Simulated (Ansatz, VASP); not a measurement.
Li4NbO4 in VASP and in Ansatz

INCAR

```
SYSTEM = Li4NbO4
PREC     = Accurate       ! precision mode
ENCUT    = 520            ! plane-wave cutoff, eV
EDIFF    = 1E-6           ! SCF threshold, eV
ISMEAR   = 0              ! smearing method
SIGMA    = 0.05           ! smearing width, eV
LREAL    = .FALSE.        ! projectors in reciprocal space
LASPH    = .TRUE.         ! aspherical terms in the spheres
NELM     = 100            ! most SCF steps
ALGO     = Normal         ! electronic algorithm
ISIF     = 2              ! what is computed and relaxed
LWAVE    = .FALSE.        ! write WAVECAR
LCHARG   = .FALSE.        ! write CHGCAR
GGA      = PS             ! functional
NBANDS   = 34             ! bands
```

File KPOINTS:

```
Automatic mesh
0
G
  10 10 10
  0 0 0
```

POSCAR

```
Li4NbO4
1.0
   -3.8119495391      3.8119495391      1.6301049253
    3.8119495391     -3.8119495391      1.6301049253
    3.8119495391      3.8119495391     -1.6301049253
Li Nb O
4 1 4
Direct
    0.4138386208      0.0510831738      0.4649217947
    0.8426719780      0.3341549847      0.1768269627
    0.1573280220      0.6658450153      0.8231730373
    0.6658450153      0.8426719780      0.5085169933
    0.0000000000      0.0000000000      0.0000000000
    0.7589255465      0.0797104317      0.8386359782
    0.9202895683      0.7589255465      0.6792151148
    0.0797104317      0.2410744535      0.3207848852
    0.2410744535      0.9202895683      0.1613640218
```

Input for Ansatz:

```yaml
crystal:
  lattice:
    - [-3.8119495391, 3.8119495391, 1.6301049253]
    - [3.8119495391, -3.8119495391, 1.6301049253]
    - [3.8119495391, 3.8119495391, -1.6301049253]
  atoms:
    - { symbol: Li, position: [0.4138386208, 0.0510831738, 0.4649217947] }
    - { symbol: Li, position: [0.842671978, 0.3341549847, 0.1768269627] }
    - { symbol: Li, position: [0.157328022, 0.6658450153, 0.8231730373] }
    - { symbol: Li, position: [0.6658450153, 0.842671978, 0.5085169933] }
    - { symbol: Nb, position: [0.0, 0.0, 0.0] }
    - { symbol: O, position: [0.7589255465, 0.0797104317, 0.8386359782] }
    - { symbol: O, position: [0.9202895683, 0.7589255465, 0.6792151148] }
    - { symbol: O, position: [0.0797104317, 0.2410744535, 0.3207848852] }
    - { symbol: O, position: [0.2410744535, 0.9202895683, 0.1613640218] }
basis:
  ecutwfc: 420
kpoints:
  mp_grid: { grid: [10, 10, 10] }
hamiltonian:
  xc: pbesol
  pseudopotentials: { kind: paw, azcp: { folder: soft_1 } }
scf:
  occupations: { method: gaussian, width: 0.05 }
output:
  forces: true
  stress: true
  eigenvalues: true
```

Alike in both runs: task single point; functional PBEsol; k mesh 10 × 10 × 10; occupations gaussian, width 0.05 eV; no spin polarisation.

```csv
,VASP,Ansatz
version,VASP 6.6.1,Ansatz 0.2.0
potentials or method,"VASP PAW PBE potentials, release 64 (Li_sv, Nb_sv, O), cutoff 520 eV","scalar-relativistic, plane waves, PAW"
valence electrons in the cell,49,49
```

|  | VASP | Ansatz | Ansatz less VASP |
| --- | --- | --- | --- |
| rms of the force components (eV/Å) | 0.760 | 0.749 | -0.0113 |

VASP's potentials were made for PBE, not for PBEsol, and Ansatz warns of the same on its side. Atom by atom the forces differ by 0.032 eV/Å (rms over components).

Noted on VASP's run: the cutoff is under 1.25 times that of the potentials, so the pressure is a little rough.
